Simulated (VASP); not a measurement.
**TiO2 (fluorite type): single point with r2SCAN**

The system is TiO2 (fluorite type).

```
Ti O
1.0
     0.00000    2.42329    2.42329
     2.42329    0.00000    2.42329
     2.42329    2.42329    0.00000
Ti O
1 2
Cartesian
  0.0000 0.0000 0.0000
  1.2116 1.2116 1.2116
  3.6349 3.6349 3.6349
```

```
Program             : VASP 6.6.1
Task                : single point
Functional          : r2SCAN
Potentials or basis : VASP PAW PBE potentials, release 64 (Ti_sv, O)
Cutoff              : 520 eV
k mesh              : 12 × 12 × 12
Occupations         : fermi-dirac, width 0.1 eV
Spin                : no spin polarisation
```

```yaml
Pressure: -7.1 GPa
Band_gap_on_the_k_mesh: 1.51 eV, indirect (least direct gap 2.16 eV)
```

Levels at points of the mesh, in eV from the valence-band top:
```csv
k point,band 9,band 10,band 11,band 12,band 13,band 14,band 15,band 16
"(0.00, 0.00, 0.00)",-5.95,-0.88,-0.88,-0.88,1.51,1.51,5.47,5.47
"(0.50, 0.00, 0.00)",-3.38,-3.28,-2.54,-2.54,1.79,1.79,2.98,5.09
"(0.50, 0.50, 0.00)",-4.62,-2.07,-2.07,0.00,2.16,2.17,3.00,4.30
```

Wall time 90 s on 1 thread of Intel(R) Xeon(R) 6975P-C (Granite Rapids), on a shared host, peak memory 0.18 GiB.

Caveat: the PAW data sets were made with another functional, which shifts forces and pressure a little. A k mesh can miss the band edges.
